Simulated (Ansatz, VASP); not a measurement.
**Pt2Cl: VASP beside Ansatz**

```
CELL_PARAMETERS angstrom
4.62886 0.00000 0.00000
-2.31443 4.00871 0.00000
0.00000 0.00000 2.80362
ATOMIC_POSITIONS crystal
Pt 0.33333 0.66667 0.50000
Pt 0.66667 0.33333 0.50000
Cl 0.00000 0.00000 0.00000
```

Alike in both runs: functional PBE; k mesh 12 × 12 × 16; occupations gaussian, width 0.1 eV; no spin polarisation.

Ansatz relaxed the structure, and its values are those at the end. VASP's run is a single point on that final structure, the one shown.

|  | VASP | Ansatz |
| --- | --- | --- |
| version | VASP 6.6.1 | Ansatz 0.2.0 |
| potentials or method | VASP PAW PBE potentials, release 64 (Pt, Cl), cutoff 520 eV | scalar-relativistic, plane waves, PAW |
| valence electrons in the cell | 27 | 43 |

|  | VASP | Ansatz | Ansatz less VASP |
| --- | --- | --- | --- |
| gap on the k mesh at the Fermi level (eV) | none | none | - |
| pressure (GPa) | -0.3 | 0.0 | +0.25 |

A gap of «none» marks a metal or a gap that the smearing closes. VASP's potentials hold 27 valence electrons a cell and Ansatz's 43, so a difference there can come from the potentials and not from the codes.

Spin-orbit coupling is off throughout.
